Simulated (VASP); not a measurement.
A run of VASP 6.6.1 is set up as follows.

Contents of INCAR:

```
SYSTEM = TiSi16
PREC     = Accurate       ! precision mode
ENCUT    = 520            ! plane-wave cutoff, eV
EDIFF    = 1E-7           ! SCF threshold, eV
ISMEAR   = -1             ! smearing method
SIGMA    = 0.02           ! smearing width, eV
LREAL    = Auto         
LASPH    = .True.         ! aspherical terms in the spheres
NELM     = 100            ! most SCF steps
ALGO     = Normal         ! electronic algorithm
ISIF     = 2              ! what is computed and relaxed
LWAVE    = .False.        ! write WAVECAR
LCHARG   = .False.        ! write CHGCAR
GGA      = PS             ! functional
NBANDS   = 52             ! bands
```

KPOINTS

```
Automatic mesh
0
Gamma
  2 2 2
  0 0 0
```

File POSCAR:

```
TiSi16
1.0
    0.0000000000      5.4300000000      5.4300000000
    5.4300000000      0.0000000000      5.4300000000
    5.4300000000      5.4300000000      0.0000000000
Si Ti
16 1
Direct
   -0.0472283610     -0.0124401473      0.0017955801
    0.0585911602      0.0748158379      0.1840055249
   -0.1016022099     -0.0166114180      0.5868324125
    0.1114640884      0.0790883978      0.6127348066
   -0.0620994475      0.4559116022      0.0798710866
    0.0921362799      0.6188397790      0.1209576427
    0.0342357274      0.4448066298      0.5188581952
    0.0456169429      0.6140515654      0.7003130755
    0.4067955801     -0.0025966851      0.0869244936
    0.5707734807      0.1665930018      0.1112891344
    0.4675230203      0.0248158379      0.5133793738
    0.5205985267      0.1277440147      0.6974309392
    0.4506077348      0.5394106814      0.0105156538
    0.5570534070      0.6579373849      0.1793186004
    0.4013351750      0.5052394107      0.5716482505
    0.5802578269      0.6305156538      0.6173848987
    0.8508931860      0.8362154696      0.3920165746
```

Potentials or basis: VASP PAW PBE potentials, release 64 (Si, Ti_sv).

Run with:

```bash
$ cat potpaw_PBE.64/Si/POTCAR potpaw_PBE.64/Ti_sv/POTCAR > POTCAR
$ mpirun -np 1 vasp_std > vasp.out
```

Task: What does it give for the largest force?

Result: 3.675 eV/Å.

Task: Predict the pressure.

Result: 2.1 GPa.

Forces in eV/Å, atoms in the order of the input:
```
Si  -0.523 -1.150  0.728
Si   1.184 -0.610  0.464
Si  -0.142 -0.931 -0.395
Si   1.325  0.887  0.389
Si   0.167 -0.914 -0.262
Si   0.366  0.836 -0.743
Si  -0.020 -1.280 -0.189
Si   0.139 -0.003 -1.039
Si   0.354 -1.095  2.267
Si   0.215  1.052 -0.159
Si  -1.319 -1.492 -0.891
Si   1.327  1.219  0.632
Si  -0.450  0.179  1.027
Si  -2.124  1.873 -2.342
Si  -1.607 -0.293  0.961
Si   0.730  1.751  0.736
Ti   0.379 -0.027 -1.184
```

Caveat: the k points lie up to 0.50 Å⁻¹ apart; the PAW data sets were made with another functional, which shifts forces and pressure a little.
